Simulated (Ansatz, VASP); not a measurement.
# Two plane-wave programs on Nb

```
Nb
1.0
     2.84816    0.00000    0.00000
    -1.42408    2.46658    0.00000
     0.00000    0.00000    5.31400
Nb
2
Direct
  0.33333 0.66667 0.25000
  0.66667 0.33333 0.75000
```

Alike in both runs: functional PBE; k mesh 9 × 9 × 4; occupations gaussian, width 0.1 eV; no spin polarisation.

Ansatz relaxed the structure, and its values are those at the end. VASP's run is a single point on that final structure, the one shown.

|  | VASP | Ansatz |
| --- | --- | --- |
| version | VASP 6.6.1 | Ansatz 0.2.0 |
| potentials or method | VASP PAW PBE potentials, release 64 (Nb_sv), cutoff 520 eV | scalar-relativistic, plane waves, PAW |
| valence electrons in the cell | 26 | 26 |

VASP gave:

```
gap on the k mesh at the Fermi level (eV) : none
pressure (GPa)                            : -0.4
```

Problem. What did Ansatz give for the same quantities?

Solution. gap on the k mesh at the Fermi level (eV): none; pressure (GPa): 0.0.

A gap of «none» marks a metal or a gap that the smearing closes.
